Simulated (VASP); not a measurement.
# In (Im-3m) in VASP: further runs

Runs on In. Level: PBE. Tasks: single point.

Everything below comes from runs of VASP 6.6.1. Logs are shortened: lines on timing, memory, paths and dates and some standing lists are left out, and cuts for length are marked.

## (1) The cell of the first run

The structure is cubic, space group Im-3m (No. 229). The conventional cell has a = 3.815 Å, b = 3.815 Å, c = 3.815 Å, α = 90.00°, β = 90.00°, γ = 90.00°. Within 4.3 Å of In (site symmetry m-3m) lie 14 In at 3.30 to 3.82 Å.

This isn't the form of In at room conditions, which is tetragonal.

## (2) Single point, PBE

The input, INCAR:

```
SYSTEM = In
PREC = Accurate
ENCUT = 520
EDIFF = 1E-6
ISMEAR = -1
SIGMA = 0.06122561905347299
LREAL = .FALSE.
LASPH = .TRUE.
NELM = 100
ALGO = Normal
ISIF = 2
LWAVE = .FALSE.
LCHARG = .TRUE.
GGA = PE
LELF = .TRUE.
LVHAR = .TRUE.
NBANDS = 12
```

The input, KPOINTS:

```
regular mesh
0
G
  20 20 20
  0 0 0
```

The input, POSCAR:

```
In
1.0
   -1.9075976943      1.9075976943      1.9075976943
    1.9075976943     -1.9075976943      1.9075976943
    1.9075976943      1.9075976943     -1.9075976943
In
1
Direct
    0.0000000000      0.0000000000      0.0000000000
```

Potentials or basis: VASP PAW PBE potentials, release 64 (In_d).

Run with:

```
$ cat potpaw_PBE.64/In_d/POTCAR > POTCAR
$ mpirun -np 1 vasp_std > vasp.out
```

OUTCAR:

```text
SYSTEM = In
   PREC = Accurate
   ENCUT = 520
   EDIFF = 1E-6
   ISMEAR = -1
   LREAL = .FALSE.
   LASPH = .TRUE.
   NELM = 100
   ISIF = 2
   GGA = PE

 ion  position               nearest neighbor table
   1  0.000  0.000  0.000-

  LATTYP: Found a body centered cubic cell.
 ALAT       =     3.8151953886

  Lattice vectors:

 A1 = (  -1.9075976943,   1.9075976943,   1.9075976943)
 A2 = (   1.9075976943,  -1.9075976943,   1.9075976943)
 A3 = (   1.9075976943,   1.9075976943,  -1.9075976943)

Analysis of symmetry for initial positions (statically):
=====================================================================
 Subroutine PRICEL returns:
 Original cell was already a primitive cell.

 Routine SETGRP: Setting up the symmetry group for a
 body centered cubic supercell.

 Subroutine GETGRP returns: Found 48 space group operations
 (whereof 48 operations were pure point group operations)
 out of a pool of 48 trial point group operations.

The static configuration has the point symmetry O_h .

Analysis of symmetry for dynamics (positions and initial velocities):
=====================================================================
 Subroutine PRICEL returns:
 Original cell was already a primitive cell.

 Routine SETGRP: Setting up the symmetry group for a
 body centered cubic supercell.

 Subroutine GETGRP returns: Found 48 space group operations
 (whereof 48 operations were pure point group operations)
 out of a pool of 48 trial point group operations.

The dynamic configuration has the point symmetry O_h .

 Subroutine INISYM returns: Found 48 space group operations
 (whereof 48 operations are pure point group operations),
 and found     1 'primitive' translations

----------------------------------------------------------------------------------------

                                     Primitive cell

  volume of cell :      27.7665

  direct lattice vectors                    reciprocal lattice vectors
    -1.907597694  1.907597694  1.907597694     0.000000000  0.262109774  0.262109774
     1.907597694 -1.907597694  1.907597694     0.262109774  0.000000000  0.262109774
     1.907597694  1.907597694 -1.907597694     0.262109774  0.262109774  0.000000000

  length of vectors
     3.304056127  3.304056127  3.304056127     0.370679197  0.370679197  0.370679197

  position of ions in fractional coordinates (direct lattice)
[... 82 lines left out ...]
   NFREE  =      0    steps in history (QN), initial steepest desc. (CG)
   ISIF   =      2    stress and relaxation
   ISYM   =      2    0-nonsym 1-usesym 2-fastsym
   POTIM  = 0.5000    time-step for ionic-motion
   TEBEG  =    0.0;   TEEND  =   0.0 temperature during run
   PSTRESS=    0.0 pullay stress
   NELECT =      13.0000    total number of electrons
   NUPDOWN=      -1.0000    fix difference up-down
   EMIN   =  10.00;   EMAX   =-10.00  energy-range for DOS
   EFERMI =   0.00;   METHOD = LEGACY
   ISMEAR =    -1;   SIGMA  =   0.06  broadening in eV -4-tet -1-fermi 0-gaus
   EFERMI_NEDOS =   21; number of points for ismear=-14 and -15
   IALGO  =     38    algorithm
   IMIX   =      4    mixing-type and parameters
     AMIX     =   0.40;   BMIX     =  1.00
     AMIX_MAG =   1.60;   BMIX_MAG =  1.00
  volume/ion in A,a.u.               =      27.77       187.38
  Fermi-wavevector in a.u.,A,eV,Ry     =   1.271206  2.402230 21.986524  1.615964
  Thomas-Fermi vector in A             =   2.404151
   LORBIT       =      0    0 simple, 1 ext, 2 COOP (PROOUT), +10 PAW based schemes
   GGA     = PE    functional components
   LHFCALC =     F    Hartree Fock is set to
   AEXX    =    0.0000 exact exchange contribution
   IVDW    =     0    specifies the selected vdW correction
   LEPSILON=     F    determine dielectric tensor
   LRPA    =     F    only Hartree local field effects (RPA)
 non-spin polarized calculation
  energy-cutoff  :      520.00
  volume of cell :       27.77
 maximum number of plane-waves:       767
 NGX is ok and might be reduce to    28
   NGX = 13   NGY = 13   NGZ = 13

 number of electron      13.0000004 magnetization

 Free energy of the ion-electron system (eV)
  ---------------------------------------------------
  ext. energy  EPLUGINS =         0.00000000
  ---------------------------------------------------
  free energy    TOTEN  =        -2.55212617 eV

  energy without entropy =       -2.54582992  energy(sigma->0) =       -2.54897804

 E-fermi :   6.8600     XC(G=0):  -9.9751

 val. band max:        6.8225975024   @ k =  -0.4000   0.4000   0.2000
 cond. band min:       6.8633029371   @ k =   0.5000   0.5000   0.4500
 fundamental gap:      0.0407054346
 Fermi energy:         6.8600009596

 k-point     1 :       0.0000    0.0000    0.0000
  band No.  band energies     occupation
      1      -7.7531      2.00000
      2      -7.7531      2.00000
      3      -7.7531      2.00000
      4      -7.5148      2.00000
      5      -7.5148      2.00000
      6      -2.2720      2.00000
      7      17.3435      0.00000
      8      17.3435      0.00000
      9      17.3435      0.00000
     10      19.6905      0.00000
     11      19.6905      0.00000
     12      19.6905      0.00000
[... 331 lines left out ...]
 k-point    24 :       0.2500    0.1000    0.0000
  band No.  band energies     occupation
      1      -7.8032      2.00000
      2      -7.7344      2.00000
      3      -7.5529      2.00000
      4      -7.5240      2.00000
      5      -7.4994      2.00000
      6      -0.0812      2.00000
      7       8.9460      0.00000
      8      12.2295      0.00000
      9      14.2017      0.00000
     10      17.6009      0.00000
     11      19.1082      0.00000
     12      20.2306      0.00000

 [... further k-points ...]

------------------------ aborting loop because EDIFF is reached ----------------------------------------

  FORCE on cell =-STRESS in cart. coord.  units (eV):
  Direction    XX          YY          ZZ          XY          YZ          ZX
  --------------------------------------------------------------------------------------
  -------------------------------------------------------------------------------------
  Total       -0.0001447     -0.0001447     -0.0001447      0.0000000      0.0000000     -0.0000000
  in kB       -0.0083491     -0.0083491     -0.0083491      0.0000000      0.0000000     -0.0000000
  external PRESSURE =      -0.0083491 kB  Pullay stress =       0.0000000 kB

 VOLUME and BASIS-vectors are now :
 -----------------------------------------------------------------------------
  energy-cutoff  :      520.00
  volume of cell :       27.77
      direct lattice vectors                 reciprocal lattice vectors
    -1.907597694  1.907597694  1.907597694     0.000000000  0.262109774  0.262109774
     1.907597694 -1.907597694  1.907597694     0.262109774  0.000000000  0.262109774
     1.907597694  1.907597694 -1.907597694     0.262109774  0.262109774  0.000000000

 POSITION                                       TOTAL-FORCE (eV/Angst)
 -----------------------------------------------------------------------------------
      0.00000      0.00000      0.00000        -0.000000      0.000000      0.000000
 -----------------------------------------------------------------------------------
    total drift:                                0.000000     -0.000000      0.000000

  FREE ENERGIE OF THE ION-ELECTRON SYSTEM (eV)
  ---------------------------------------------------
  free  energy   TOTEN  =        -2.5521261708 eV

  energy  without entropy=       -2.5458299183  energy(sigma->0) =       -2.54897804
```

OSZICAR:

```text
N       E                     dE             d eps       ncg     rms          rms(c)
DAV:   1     0.785204272098E+02    0.78520E+02   -0.62852E+03  6268   0.134E+03
DAV:   2     0.132163198904E+01   -0.77199E+02   -0.75251E+02  6452   0.289E+02
DAV:   3    -0.248479811747E+01   -0.38064E+01   -0.37960E+01  7360   0.647E+01
DAV:   4    -0.257223541330E+01   -0.87437E-01   -0.87411E-01  7752   0.985E+00
DAV:   5    -0.257602996872E+01   -0.37946E-02   -0.37944E-02  8252   0.179E+00    0.201E+00
DAV:   6    -0.255618249289E+01    0.19847E-01   -0.32087E-02  7636   0.354E+00    0.996E-01
DAV:   7    -0.255234843916E+01    0.38341E-02   -0.10101E-02  7712   0.182E+00    0.229E-01
DAV:   8    -0.255211847220E+01    0.22997E-03   -0.75929E-04  7952   0.454E-01    0.308E-02
DAV:   9    -0.255212550531E+01   -0.70331E-05   -0.12895E-05  8636   0.454E-02    0.137E-02
DAV:  10    -0.255212617081E+01   -0.66550E-06   -0.10401E-06  6064   0.102E-02
   1 F= -.25521262E+01 E0= -.25489780E+01  d E =-.629625E-02
```

stdout:

```text
POSCAR found type information on POSCAR In
 POSCAR found :  1 types and       1 ions
 scaLAPACK will be used
 LDA part: xc-table for (Slater+PW92), standard interpolation
 POSCAR, INCAR and KPOINTS ok, starting setup
 FFT: planning ... GRIDC
 FFT: planning ... GRID_SOFT
 FFT: planning ... GRID
 WAVECAR not read
 entering main loop
```

It took 2.2 min on 1 thread of AMD EPYC 7R13, shared host; peak memory 0.19 GiB.

What came out:

```yaml
Free_energy: -2.5521 eV
Pressure: 0.0 GPa
Band_gap_on_the_k_mesh: zero (an odd number of electrons rules out a gap without spin polarisation)
```

Caveat: spin-orbit coupling is left out, which moves the levels of the heavy elements.

## (3) Single point, PBE

This run uses another cell than the first one, of 28.32 Å³/atom.

The input, INCAR:

```
ALGO = Normal ; EDIFF = 1E-6
ENCUT = 520 ; GGA = PE
ISIF = 2 ; ISMEAR = -1
LASPH = T ; LCHARG = T
LELF = T ; LREAL = F
LVHAR = T ; LWAVE = F
NBANDS = 12 ; NELM = 100
PREC = Accurate ; SIGMA = 0.06122561905347299
```

The input, KPOINTS:

```
k-points
0
Gamma
  20 20 20
```

The input, POSCAR:

```
In
1.0
   -1.9202311598      1.9202311598      1.9202311598
    1.9202311598     -1.9202311598      1.9202311598
    1.9202311598      1.9202311598     -1.9202311598
In
1
Direct
    0.0000000000      0.0000000000      0.0000000000
```

Potentials or basis: VASP PAW PBE potentials, release 64 (In_d).

Run with:

```
$ cat potpaw_PBE.64/In_d/POTCAR > POTCAR
$ mpirun -np 1 vasp_std > vasp.out
```

Wall time 2.2 min (1 thread of AMD EPYC 7R13, shared host); peak memory 0.19 GiB.

It converged, with:

- Free energy: -2.5512 eV
- Pressure: -0.6 GPa
- Band gap on the k mesh: zero (an odd number of electrons rules out a gap without spin polarisation)

Levels at points of the mesh, in eV from the Fermi level:
```
           k point  band 3  band 4  band 5  band 6  band 7  band 8  band 9  band 10
(0.00, 0.00, 0.00)  -14.59  -14.37  -14.37   -9.00   10.28   10.28   10.28    12.77
(0.50, 0.00, 0.00)  -14.38  -14.37  -14.23   -3.91   -2.86    5.58    7.05     9.59
(0.50, 0.50, 0.50)  -14.26  -14.26  -14.26    0.50    1.28    1.28    1.28     5.16
```

Caveat: spin-orbit coupling is left out, which moves the levels of the heavy elements.

(Part 1 of 2 ends here.)
